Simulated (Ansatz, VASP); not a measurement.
MgS in VASP and in Ansatz

```
Mg S
1.0
     0.00000    2.83312    2.83312
     2.83312    0.00000    2.83312
     2.83312    2.83312    0.00000
Mg S
1 1
Direct
  0.00000 0.00000 0.00000
  0.75000 0.75000 0.75000
```

Alike in both runs: task single point; functional PBEsol; k mesh 8 × 8 × 8; no spin polarisation; Hubbard terms S p U = 1.3 eV.

|  | VASP | Ansatz |
| --- | --- | --- |
| version | VASP 6.6.1 | Ansatz 0.2.0 |
| potentials or method | VASP PAW PBE potentials, release 64 (Mg, S), cutoff 600 eV | scalar-relativistic, plane waves, PAW |
| occupations | gaussian, width 0.01 eV | fixed |
| valence electrons in the cell | 8 | 16 |

```tsv
	VASP	Ansatz	Ansatz less VASP
gap on the k mesh at the Fermi level (eV)	3.25	3.74	+0.489
least direct gap on the mesh (eV)	3.25	3.74	+0.489
pressure (GPa)	-0.3	-1.0	-0.63
```

VASP's potentials were made for PBE, not for PBEsol. The programs project onto different local orbitals, so the same U acts differently, and such runs can settle in different states. VASP's potentials hold 8 valence electrons a cell and Ansatz's 16, so a difference there can come from the potentials and not from the codes.
